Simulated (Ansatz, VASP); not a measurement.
## One calculation of Sc, two programs

```
Sc
1.0
     5.13964    0.00000    0.00000
    -2.56982    4.45106    0.00000
     0.00000    0.00000    3.21935
Sc
3
Cartesian
  2.5698 4.4511 0.0000
  0.0000 2.9674 1.6097
  2.5698 1.4837 1.6097
```

Alike in both runs: functional PBE; k mesh 7 × 7 × 10; occupations fermi-dirac, width 0.1 eV; no spin polarisation.

Ansatz relaxed the structure, and its values are those at the end. VASP's run is a single point on that final structure, the one shown.

|  | VASP | Ansatz |
| --- | --- | --- |
| version | VASP 6.6.1 | Ansatz 0.2.0 |
| potentials or method | VASP PAW PBE potentials, release 64 (Sc_sv), cutoff 520 eV | plane waves (420 eV) with PAW, scalar-relativistic |
| valence electrons in the cell | 33 | 33 |

```csv
,VASP,Ansatz,Ansatz less VASP
pressure (GPa),0.0,0.0,-0.04
```
